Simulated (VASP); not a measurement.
Here is a VASP 6.6.1 calculation.

The input INCAR:

```
  PREC = Accurate
  ENCUT = 500
  EDIFF = 1E-6
  ISMEAR = 0
  SIGMA = 0.02
  LREAL = F
  LASPH = T
  NELM = 120
  ALGO = Normal
  ISIF = 2
  LWAVE = F
  LCHARG = F
  NBANDS = 64
  GGA_COMPAT = F
```

File KPOINTS:

```
regular mesh
0
Gamma
  9 9 1
```

POSCAR

```
WSe2
1.0
    3.2492469942      0.0000000000      0.0000000000
   -1.6246234971      2.8139304402      0.0000000000
    0.0000000000      0.0000000000     34.6409866189
W Se
4 8
Direct
    0.6666666667      0.3333333333      0.9075270584
    0.6666666667      0.3333333333      0.2774101272
    0.3333333333      0.6666666667      0.7225898728
    0.3333333333      0.6666666667      0.0924729416
    0.3333333333      0.6666666667      0.9556490448
    0.3333333333      0.6666666667      0.3254385796
    0.6666666667      0.3333333333      0.7707244180
    0.6666666667      0.3333333333      0.1405937401
    0.3333333333      0.6666666667      0.8594062599
    0.3333333333      0.6666666667      0.2292755820
    0.6666666667      0.3333333333      0.6745614204
    0.6666666667      0.3333333333      0.0443509552
```

Potentials or basis: VASP PAW LDA potentials, release 64 (W_sv, Se).

The run is started by

```sh
$ cat potpaw_LDA.64/W_sv/POTCAR potpaw_LDA.64/Se/POTCAR > POTCAR
$ mpirun -np 1 vasp_std > vasp.out
```

Task: What does it give for the largest force?

Result: 0.105 eV/Å.

Task: Predict the band gap on the k mesh.

Result: 1.11 eV (least direct gap 1.65 eV).

Forces in eV/Å, atoms in the order of the input:
```
W    0.000  0.000  0.000
W    0.000  0.000  0.000
W    0.000  0.000  0.000
W    0.000  0.000  0.000
Se   0.000  0.000  0.102
Se   0.000  0.000  0.105
Se   0.000  0.000  0.104
Se   0.000  0.000  0.104
Se   0.000  0.000 -0.104
Se   0.000  0.000 -0.104
Se   0.000  0.000 -0.105
Se   0.000  0.000 -0.102
```

Caveat: spin-orbit coupling is left out, which moves the levels of the heavy elements.
